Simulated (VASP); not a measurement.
ZnO: relaxation of the atoms with PBE

Crystal: ZnO.

```xyz
4
Lattice="3.2799 0.0000 0.0000 -1.6400 2.8405 0.0000 0.0000 0.0000 5.2940" Properties=species:S:1:pos:R:3 pbc="T T T"
Zn    1.6400    0.9468    2.6503
Zn    0.0000    1.8937    0.0032
O     1.6400    0.9468    4.6572
O     0.0000    1.8937    2.0101
```

```
Program                : VASP 6.6.1
Task                   : relaxation of the atoms
Functional             : PBE
Potentials or basis    : VASP PAW PBE potentials, release 64 (Zn, O)
Cutoff                 : 520 eV
k mesh                 : 3 × 3 × 2
Occupations            : fermi-dirac, width 0.01 eV
Spin                   : no spin polarisation
Dipole correction      : no
Further INCAR settings : ALGO = Normal; EDIFF = 1e-07; IBRION = 2; EDIFFG = -0.03; NSW = 100
```

* Pressure after relaxing: 1.1 GPa
* Largest force after relaxing: 0.017 eV/Å
* Band gap on the k mesh: 0.70 eV

Forces in eV/Å, atoms in the order of the input:
```
Zn   0.000  0.000  0.017
Zn   0.000  0.000  0.017
O    0.000  0.000 -0.017
O    0.000  0.000 -0.017
```

Stress tensor (GPa, compression positive):
```
1.45 0.00 0.00
0.00 1.45 0.00
0.00 0.00 0.31
```

Final structure:
```
CELL_PARAMETERS angstrom
3.27991 0.00000 0.00000
-1.63996 2.84049 0.00000
0.00000 0.00000 5.29405
ATOMIC_POSITIONS crystal
Zn 0.66667 0.33333 0.50061
Zn 0.33333 0.66667 0.00061
O 0.66667 0.33333 0.87970
O 0.33333 0.66667 0.37970
```

Levels at points of the mesh, in eV from the valence-band top:
```tsv
k point	band 16	band 17	band 18	band 19	band 20	band 21
(0.00, 0.00, 0.00)	-0.08	0.00	0.00	0.70	5.05	8.06
(0.00, 0.00, 0.50)	-0.37	-0.37	-0.37	3.34	3.34	9.88
```

Wall time 4.5 s on 1 thread of Intel(R) Xeon(R) 6975P-C (Granite Rapids) (shared host), peak memory 0.15 GiB.

Caveat: the k points lie up to 0.74 Å⁻¹ apart; the relaxation stopped at its first step, so nothing moved.
